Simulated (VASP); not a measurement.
Wanted: the native input for a VASP 6.6.1 run.

| Property | Result |
| --- | --- |
| Task | single point |
| Functional | PBE |
| Potentials or basis | VASP PAW PBE potentials, release 64 (Ba_sv, O, Al, Na_pv) |
| Cutoff | 520 eV |
| k mesh | 1 × 1 × 1 |
| Occupations | fermi-dirac, width 0.05 eV |
| Spin | no spin polarisation |
| Dipole correction | no |
| Further INCAR settings | LREAL = Auto; ALGO = Normal; EDIFF = 1e-07; NBANDS = 88; ISYM = 0 |

The structure of Ba5Na4Al2O10 lies in POSCAR:

```
Ba5Na4Al2O10
1.0
    6.9327090000     -0.0765500000      0.0671430000
   -0.0765500000      7.2143380000     -0.0554530000
    0.0671430000     -0.0554530000      6.7389310000
Ba O Al Na
5 10 2 4
Direct
    0.7211814267      0.9018568385      0.2549658667
    0.4252207537      0.6588290557      0.8602031169
    0.9526687358      0.6684799529      0.8057730791
    0.4703710649      0.1175497688      0.6608093128
    0.9744779912      0.1235723924      0.6407537166
    0.2427998023      0.0763964619      0.3575022664
    0.6560043176      0.3951359497      0.8588925122
    0.1311770305      0.4374684300      0.5559034983
    0.4446559479      0.5634518918      0.3002539369
    0.2027353159      0.8157295300      0.5945243233
    0.6854405225      0.8184434391      0.6346479302
    0.7296981625      0.2283297962      0.3775617303
    0.4329391177      0.9646762617      0.0171879429
    0.0902942624      0.7134192788      0.1929523557
    0.9982405473      0.0306999866     -0.0011042491
    0.1989597874      0.9463312642      0.1422687294
    0.2185995945      0.6321862711      0.4142722626
    0.7289259129      0.4576792401      0.1664374386
    0.0380181402      0.2841903599      0.2609962257
    0.4565051448      0.2635030099      0.1565886203
    0.6611659905      0.5135784759      0.5329821301
```

These files were run (other wordings do the same):

INCAR

```
  PREC = Accurate
  ENCUT = 520
  EDIFF = 1E-7
  ISMEAR = -1
  SIGMA = 0.05
  LREAL = Auto
  LASPH = True
  NELM = 80
  ALGO = Normal
  ISIF = 2
  LWAVE = False
  LCHARG = True
  GGA = PE
  LELF = True
  LVHAR = True
  ISYM = 0
  NBANDS = 88
```

KPOINTS

```
regular mesh
0
Gamma
  1 1 1
```

Potentials or basis: VASP PAW PBE potentials, release 64 (Ba_sv, O, Al, Na_pv).

Launch:

```console
$ cat potpaw_PBE.64/Ba_sv/POTCAR potpaw_PBE.64/O/POTCAR potpaw_PBE.64/Al/POTCAR potpaw_PBE.64/Na_pv/POTCAR > POTCAR
$ mpirun -np 1 vasp_gam > vasp.out
```

Results of the run:

The pressure is 7.5 GPa. The largest force is 1.404 eV/Å and the band gap on the k mesh is 2.11 eV.

Caveat: the k points lie up to 0.93 Å⁻¹ apart; spin-orbit coupling is left out, which moves the levels of the heavy elements.

It took 45 s on 1 thread of Intel(R) Xeon(R) Platinum 8559C (Emerald Rapids) (shared host), peak memory 0.35 GiB.
